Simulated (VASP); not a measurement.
# Si32O (a cell with a defect) in VASP: single point with PBE

Aim: the single point of Si32O (a cell with a defect) with PBE.

Everything below comes from runs of VASP 6.6.1. Logs are shortened: lines on timing, memory, paths and dates and some standing lists are left out, and cuts for length are marked.

**1. The cell of the first run**

The cell holds a defect, 33 atoms: a = 9.220 Å, b = 9.220 Å, c = 9.992 Å, α = 116.09°, β = 116.09°, γ = 92.69°.

**2. Single point, PBE**

Input file INCAR:

```
  PREC = Accurate
  ENCUT = 520
  EDIFF = 1E-6
  ISMEAR = 0
  SIGMA = 0.02
  LREAL = Auto
  LASPH = T
  NELM = 80
  ALGO = Normal
  ISIF = 2
  LWAVE = F
  LCHARG = T
  GGA = PE
  LELF = T
  LVHAR = T
  NBANDS = 89
```

Input file KPOINTS:

```
Automatic mesh
0
Gamma
  2 2 2
  0.5 0.5 0.5
```

Input file POSCAR:

```
Si32O
1.0
   -5.7769209609      3.3353068718      6.3650226989
    5.7769209609     -3.3353068718      6.3650226989
    3.8512806405      6.6706137437     -6.3650226989
Si O
32 1
Direct
    0.2387927413      0.0722996260      0.2491577885
    0.7385715064      0.5719739261      0.2501562839
    0.1147703915      0.4511053614      0.4950024785
    0.6156390454      0.9487606874      0.5008494016
    0.4822497600      0.3231502476      0.7499269925
    0.9914332868      0.8072300079      0.7489121287
    0.8648597316      0.1987122496     -0.0015349824
    0.3692005619      0.7046111144      1.0041996701
    0.3205204282      0.4860554513      0.2407345353
    0.8321099410      0.9960621348      0.2611173343
    0.2047477149      0.8549082961      0.4949441208
    0.6852455498      0.3657289985      0.4941748057
    0.5770502595      0.7413194615      0.7503786594
    0.0523848476      0.2823464398      0.7528402441
    0.9402988462      0.6263443761      1.0084648515
    0.4643282575      0.1068228823      0.0079187414
    0.4192802754      0.2553656753      0.2404936891
    0.9282342248      0.7661145506      0.2613843649
    0.3082118580      0.6293094357      0.4945323000
    0.7893736995      0.1409361705      0.4947246206
    0.6728812642      0.5098944617      0.7503906222
    0.1994472832     -0.0291706808      0.7528443598
    0.0429933771      0.4021785698      0.0081818321
    0.5670607686      0.8825886250      1.0080365145
    0.5103610484      0.6771476192      0.2493750140
    0.0113722421      0.1782881837      0.2499843269
    0.3852785376      0.0522173669      0.5006672425
    0.8798850831      0.5435130605      0.4947742754
    0.7680744493      0.9268739336      0.7500156962
    0.2574910007      0.4408299890      0.7489252083
    0.1348707839      0.7993700509      1.0043810403
    0.6337568055      0.3000081108     -0.0014535866
    0.1349615838      0.1369914423     -0.2235732507
```

Potentials or basis: VASP PAW PBE potentials, release 64 (Si, O).

Run with:

```console
$ cat potpaw_PBE.64/Si/POTCAR potpaw_PBE.64/O/POTCAR > POTCAR
$ mpirun -np 1 vasp_std > vasp.out
```

OUTCAR:

```text
PREC = Accurate
   ENCUT = 520
   EDIFF = 1E-6
   ISMEAR = 0
   LREAL = Auto
   LASPH = T
   NELM = 80
   ISIF = 2
   GGA = PE

 ion  position               nearest neighbor table
   1  0.239  0.072  0.249-  31 2.35  26 2.36  17 2.37  27 2.37
   2  0.739  0.572  0.250-  28 2.35  25 2.36  18 2.37  32 2.37
   3  0.115  0.451  0.495-  30 2.34  26 2.35  28 2.36  19 2.37
   4  0.616  0.949  0.501-  29 2.37  27 2.37  25 2.37  20 2.37
   5  0.482  0.323  0.750-  27 2.37  32 2.37  30 2.38  21 2.40
   6  0.991  0.807  0.749-  28 2.34  31 2.34  22 2.36  29 2.38
[... 24 lines left out ...]
  31  0.135  0.799  0.004-   6 2.34   1 2.35   8 2.37  15 2.37
  32  0.634  0.300  0.999-   7 2.37   5 2.37   2 2.37  16 2.37
  33  0.135  0.137  0.776-  14 1.63  22 1.63

  LATTYP: Found a face centered orthorhombic cell.
 ALAT       =    12.7300453978
 B/A-ratio  =     1.0480109906
 C/A-ratio  =     1.2101388550

  Lattice vectors:

 A1 = (   9.6282016014,   3.3353068719,   0.0000000000)
 A2 = (   3.8512806405,   6.6706137437,   6.3650226989)
 A3 = (   5.7769209609,  -3.3353068718,   6.3650226989)

Analysis of symmetry for initial positions (statically):
=====================================================================
 Subroutine PRICEL returns:
 Original cell was already a primitive cell.

 Routine SETGRP: Setting up the symmetry group for a
 face centered orthorhombic supercell.

 Subroutine GETGRP returns: Found  1 space group operations
 (whereof  1 operations were pure point group operations)
 out of a pool of  8 trial point group operations.

The static configuration has the point symmetry C_1 .

Analysis of symmetry for dynamics (positions and initial velocities):
=====================================================================
 Subroutine PRICEL returns:
 Original cell was already a primitive cell.

 Routine SETGRP: Setting up the symmetry group for a
 face centered orthorhombic supercell.

 Subroutine GETGRP returns: Found  1 space group operations
 (whereof  1 operations were pure point group operations)
 out of a pool of  8 trial point group operations.

The dynamic configuration has the point symmetry C_1 .

 Subroutine INISYM returns: Found  1 space group operations
 (whereof  1 operations are pure point group operations),
 and found     1 'primitive' translations

----------------------------------------------------------------------------------------

                                     Primitive cell

  volume of cell :     654.0801

  direct lattice vectors                    reciprocal lattice vectors
    -5.776920961  3.335306872  6.365022699    -0.032456736  0.093694527  0.078554315
     5.776920961 -3.335306872  6.365022699     0.097370209  0.018738905  0.078554315
     3.851280641  6.670613744 -6.365022699     0.064913473  0.112433432  0.000000000

  length of vectors
     9.220119396  9.220119396  9.992145127     0.126502508  0.126502508  0.129826945

  position of ions in fractional coordinates (direct lattice)
     0.238792741  0.072299626  0.249157788
     0.738571506  0.571973926  0.250156284
     0.114770392  0.451105361  0.495002478
     0.615639045  0.948760687  0.500849402
     0.482249760  0.323150248  0.749926993
     0.991433287  0.807230008  0.748912129
[... 25 lines left out ...]
     0.633756805  0.300008111  0.998546413
     0.134961584  0.136991442  0.776426749

  ion indices of the primitive-cell ions
   primitive index   ion index
                 1           1
                 2           2
                 3           3
                 4           4
                 5           5
                 6           6
[... 25 lines left out ...]
                32          32
                33          33

----------------------------------------------------------------------------------------

 KPOINTS: Automatic mesh

Automatic generation of k-mesh.
 Grid dimensions read from file:
 generate k-points for:    2    2    2

 Generating k-lattice:

  Cartesian coordinates                     Fractional coordinates (reciprocal lattice)
    -0.016228368  0.046847264  0.039277158     0.500000000  0.000000000 -0.000000000
     0.048685104  0.009369453  0.039277158     0.000000000  0.500000000  0.000000000
     0.032456736  0.056216716  0.000000000     0.000000000  0.000000000  0.500000000

  Length of vectors
     0.063251254  0.063251254  0.064913473

  Shift w.r.t. Gamma in fractional coordinates (k-lattice)
     0.500000000  0.500000000  0.500000000

 Subroutine IBZKPT returns following result:
 ===========================================

 Found      4 irreducible k-points:

 Following reciprocal coordinates:
            Coordinates               Weight
  0.250000  0.250000  0.250000      2.000000
 -0.250000  0.250000  0.250000      2.000000
 -0.250000  0.250000 -0.250000      2.000000
 -0.250000 -0.250000  0.250000      2.000000
   k-points           NKPTS =      4   k-points in BZ     NKDIM =      4   number of bands    NBANDS=     89
   number of dos      NEDOS =    301   number of ions     NIONS =     33
   total plane-waves  NPLWV = 392000
   dimension x,y,z NGX =    70 NGY =   70 NGZ =   80
   dimension x,y,z NGXF=   140 NGYF=  140 NGZF=  160
   ions per type =              32   1
   NGX,Y,Z   is equivalent  to a cutoff of  12.62, 12.62, 13.31 a.u.
   NGXF,Y,Z  is equivalent  to a cutoff of  25.24, 25.24, 26.62 a.u.
 SYSTEM =  unknown system
   PREC   = accura    normal or accurate (medium, high low for compatibility)
   ISTART =      0    job   : 0-new  1-cont  2-samecut
   ICHARG =      2    charge: 1-file 2-atom 10-const
   ISPIN  =      1    spin polarized calculation?
   LNONCOLLINEAR =      F non collinear calculations
   LSORBIT =      F    spin-orbit coupling
   LASPH  =      T    aspherical Exc in radial PAW
   ENCUT  =  520.0 eV  38.22 Ry    6.18 a.u.  17.14 17.14 18.58*2*pi/ulx,y,z
   NELM   =     80;   NELMIN=  2; NELMDL= -5     # of ELM steps
   EDIFF  = 0.1E-05   stopping-criterion for ELM
   LREAL  =      T    real-space projection
   EDIFFG = 0.1E-04   stopping-criterion for IOM
   NSW    =      0    number of steps for IOM
   IBRION =     -1    ionic relax: 0-MD 1-quasi-New 2-CG
   NFREE  =      0    steps in history (QN), initial steepest desc. (CG)
   ISIF   =      2    stress and relaxation
   ISYM   =      2    0-nonsym 1-usesym 2-fastsym
   POTIM  = 0.5000    time-step for ionic-motion
   TEBEG  =    0.0;   TEEND  =   0.0 temperature during run
   PSTRESS=    0.0 pullay stress
   NELECT =     134.0000    total number of electrons
   NUPDOWN=      -1.0000    fix difference up-down
   EMIN   =  10.00;   EMAX   =-10.00  energy-range for DOS
   EFERMI =   0.00;   METHOD = LEGACY
   ISMEAR =     0;   SIGMA  =   0.02  broadening in eV -4-tet -1-fermi 0-gaus
   EFERMI_NEDOS =   21; number of points for ismear=-14 and -15
   IALGO  =     38    algorithm
   IMIX   =      4    mixing-type and parameters
     AMIX     =   0.40;   BMIX     =  1.00
     AMIX_MAG =   1.60;   BMIX_MAG =  1.00
  volume/ion in A,a.u.               =      19.82       133.76
  Fermi-wavevector in a.u.,A,eV,Ry     =   0.965086  1.823749 12.672350  0.931391
  Thomas-Fermi vector in A             =   2.094773
   LORBIT       =      0    0 simple, 1 ext, 2 COOP (PROOUT), +10 PAW based schemes
   GGA     = PE    functional components
   LHFCALC =     F    Hartree Fock is set to
   AEXX    =    0.0000 exact exchange contribution
   IVDW    =     0    specifies the selected vdW correction
   LEPSILON=     F    determine dielectric tensor
   LRPA    =     F    only Hartree local field effects (RPA)
 non-spin polarized calculation
 Gauss-broadening in eV      SIGMA  =   0.02
  energy-cutoff  :      520.00
  volume of cell :      654.08
 maximum number of plane-waves:     17670
 NGX is ok and might be reduce to    70
   NGX = 35   NGY = 35   NGZ = 37

 number of electron     133.9999998 magnetization

 Free energy of the ion-electron system (eV)
  ---------------------------------------------------
  ext. energy  EPLUGINS =         0.00000000
  ---------------------------------------------------
  free energy    TOTEN  =      -180.65453417 eV

  energy without entropy =     -180.65453417  energy(sigma->0) =     -180.65453417

 E-fermi :   5.6835     XC(G=0):  -9.3739

 val. band max:        5.5337491562   @ k =  -0.2500  -0.2500   0.2500
 cond. band min:       6.4373737444   @ k =  -0.2500  -0.2500   0.2500
 fundamental gap:      0.9036245883
 Fermi energy:         5.6835049438

 k-point     1 :       0.2500    0.2500    0.2500
  band No.  band energies     occupation
      1     -14.6606      2.00000
      2      -5.5648      2.00000
      3      -5.4900      2.00000
      4      -5.3837      2.00000
      5      -5.0527      2.00000
      6      -4.5842      2.00000
[... 71 lines left out ...]
     78       8.1521      0.00000
     79       8.2836      0.00000

 k-point     2 :      -0.2500    0.2500    0.2500
  band No.  band energies     occupation
      1     -14.6606      2.00000
      2      -5.8651      2.00000
      3      -5.2350      2.00000
      4      -5.0800      2.00000
      5      -4.9035      2.00000
      6      -4.7479      2.00000
[... 71 lines left out ...]
     78       8.0686      0.00000
     79       8.2077      0.00000

 k-point     3 :      -0.2500    0.2500   -0.2500
  band No.  band energies     occupation
      1     -14.6606      2.00000
      2      -5.8651      2.00000
      3      -5.2348      2.00000
      4      -5.0799      2.00000
      5      -4.9037      2.00000
      6      -4.7478      2.00000
[... 71 lines left out ...]
     78       8.0684      0.00000
     79       8.2084      0.00000

 k-point     4 :      -0.2500   -0.2500    0.2500
  band No.  band energies     occupation
      1     -14.6606      2.00000
      2      -5.9366      2.00000
      3      -5.2781      2.00000
      4      -4.8306      2.00000
      5      -4.7940      2.00000
      6      -4.6348      2.00000
[... 71 lines left out ...]
     78       8.0941      0.00000
     79       8.2093      0.00000
 [bands above 79 left out]

------------------------ aborting loop because EDIFF is reached ----------------------------------------

  FORCE on cell =-STRESS in cart. coord.  units (eV):
  Direction    XX          YY          ZZ          XY          YZ          ZX
  --------------------------------------------------------------------------------------
  -------------------------------------------------------------------------------------
  Total       11.1713824      5.6144302      3.6322435     -4.8073031     -2.0334834      3.5235954
  in kB       27.3644417     13.7526174      8.8972261    -11.7755493     -4.9810431      8.6310912
  external PRESSURE =      16.6714284 kB  Pullay stress =       0.0000000 kB

 VOLUME and BASIS-vectors are now :
 -----------------------------------------------------------------------------
  energy-cutoff  :      520.00
  volume of cell :      654.08
      direct lattice vectors                 reciprocal lattice vectors
    -5.776920961  3.335306872  6.365022699    -0.032456736  0.093694527  0.078554315
     5.776920961 -3.335306872  6.365022699     0.097370209  0.018738905  0.078554315
     3.851280641  6.670613744 -6.365022699     0.064913473  0.112433432  0.000000000

 POSITION                                       TOTAL-FORCE (eV/Angst)
 -----------------------------------------------------------------------------------
     -0.00224      2.21734      0.39421         0.000324      0.000068      0.002629
      0.00100      2.22435      6.74940        -0.001195     -0.000270     -0.000359
      3.84937      2.18019      0.45111         0.001515      0.001518      0.003627
      3.85333      2.22991      6.76952        -0.001955      0.001385     -0.002922
      1.96907      5.53312      0.35309         0.002341     -0.000952      0.000697
      1.82014      5.61008      6.68169         0.003788     -0.000976      0.004805
[... 25 lines left out ...]
      1.91764      7.77407     -0.41234         0.004200     -0.003340     -0.001197
      3.00196      5.17247     -3.21099        -0.005034     -0.002436      0.001639
 -----------------------------------------------------------------------------------
    total drift:                               -0.003396     -0.002018     -0.007554

  FREE ENERGIE OF THE ION-ELECTRON SYSTEM (eV)
  ---------------------------------------------------
  free  energy   TOTEN  =      -180.6545341719 eV

  energy  without entropy=     -180.6545341719  energy(sigma->0) =     -180.65453417
```

It took 6.1 min on 1 thread of Intel Xeon 6975P-C (Granite Rapids), shared host; peak memory 0.78 GiB.

What came out:

- Free energy: -180.6545 eV
- Pressure: 1.7 GPa
- Largest force: 0.032 eV/Å
- Band gap on the k mesh: 0.90 eV

Forces in eV/Å, atoms in the order of the input:
```
Si   0.000  0.000  0.003
Si  -0.001  0.000  0.000
Si   0.002  0.002  0.004
Si  -0.002  0.001 -0.003
Si   0.002 -0.001  0.001
Si   0.004 -0.001  0.005
Si  -0.003  0.001  0.004
Si   0.002 -0.003  0.003
Si   0.002  0.004  0.000
Si  -0.002  0.001 -0.001
Si  -0.006  0.004 -0.008
Si  -0.003 -0.001 -0.003
Si  -0.006  0.001 -0.003
Si   0.022 -0.007  0.013
Si  -0.003 -0.005  0.002
Si  -0.004  0.004 -0.003
Si   0.000  0.000  0.001
Si  -0.001  0.003 -0.001
Si  -0.002 -0.009  0.004
Si   0.009 -0.005  0.006
Si   0.004 -0.002 -0.001
Si  -0.023  0.015 -0.016
Si   0.005 -0.004  0.006
Si   0.006 -0.001 -0.003
Si  -0.001  0.000 -0.006
Si   0.001  0.002 -0.001
Si   0.006  0.002  0.003
Si  -0.002  0.003 -0.001
Si  -0.002 -0.002  0.000
Si   0.001  0.001 -0.006
Si  -0.004  0.002  0.002
Si   0.004 -0.003 -0.001
O   -0.005 -0.002  0.002
```

Stress tensor (GPa, compression positive):
```
 2.74 -1.18  0.86
-1.18  1.38 -0.50
 0.86 -0.50  0.89
```
